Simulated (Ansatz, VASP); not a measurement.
## Ti4H in VASP and in Ansatz

Contents of INCAR:

```
SYSTEM = Ti4H
  PREC = Accurate
  ENCUT = 520
  EDIFF = 1E-6
  ISMEAR = 0
  SIGMA = 0.1
  LREAL = .FALSE.
  LASPH = .TRUE.
  NELM = 60
  ALGO = Normal
  ISIF = 2
  LWAVE = .FALSE.
  LCHARG = .TRUE.
  LDIPOL = .TRUE.
  IDIPOL = 3
  DIPOL = 0.5 0.5 0.484
  GGA = PS
  LELF = .TRUE.
  LVHAR = .TRUE.
  LVACPOTAV = .TRUE.
  NBANDS = 32
```

The input KPOINTS:

```
regular mesh
0
G
  10 10 1
  0 0 0
```

POSCAR

```
Ti4H
1.0
    2.8679135955      0.0000000000      0.0000000000
    0.0000000000      2.8679135955      0.0000000000
    0.0000000000      0.0000000000     25.0837634538
Ti H
4 1
Direct
    0.5000000000      0.5000000000      0.3388646212
    0.0000000000      0.0000000000      0.4197105897
    0.5000000000      0.5000000000      0.5008077360
    0.0000000000      0.0000000000      0.5795233686
    0.5000000000      0.5000000000      0.5818247638
```

Input for Ansatz:

```yaml
crystal:
  lattice:
    - [2.8679135955, 0.0, 0.0]
    - [0.0, 2.8679135955, 0.0]
    - [0.0, 0.0, 25.0837634538]
  atoms:
    - { symbol: Ti, position: [0.5, 0.5, 0.3388646212] }
    - { symbol: Ti, position: [0.0, 0.0, 0.4197105897] }
    - { symbol: Ti, position: [0.5, 0.5, 0.500807736] }
    - { symbol: Ti, position: [0.0, 0.0, 0.5795233686] }
    - { symbol: H, position: [0.5, 0.5, 0.5818247638] }
basis:
  ecutwfc: 420
kpoints:
  mp_grid: { grid: [10, 10, 1] }
hamiltonian:
  xc: pbesol
scf:
  occupations: { method: gaussian, width: 0.1 }
  convergence: { dr2_threshold: 1.0e-11 }
output:
  forces: true
  eigenvalues: true
efield:
  axis: 3
  dipole_correction: true
  ramp_width: 0.04
```

Alike in both runs: task single point; functional PBEsol; k mesh 10 × 10 × 1; occupations gaussian, width 0.1 eV; no spin polarisation.

|  | VASP | Ansatz |
| --- | --- | --- |
| version | VASP 6.6.1 | Ansatz 0.2.0 |
| potentials or method | VASP PAW PBE potentials, release 64 (Ti_sv, H), cutoff 520 eV | scalar-relativistic, plane waves, PAW |
| valence electrons in the cell | 49 | 49 |

```csv
,VASP,Ansatz,Ansatz less VASP
gap on the k mesh at the Fermi level (eV),none,none,-
rms of the force components (eV/Å),0.203,0.201,-0.0020
```

VASP's potentials were made for PBE, not for PBEsol. Atom by atom the forces differ by 0.004 eV/Å (rms over components). A gap of «none» marks a metal or a gap that the smearing closes. With one functional, cell and mesh, what is left measures potentials, basis and numerics.
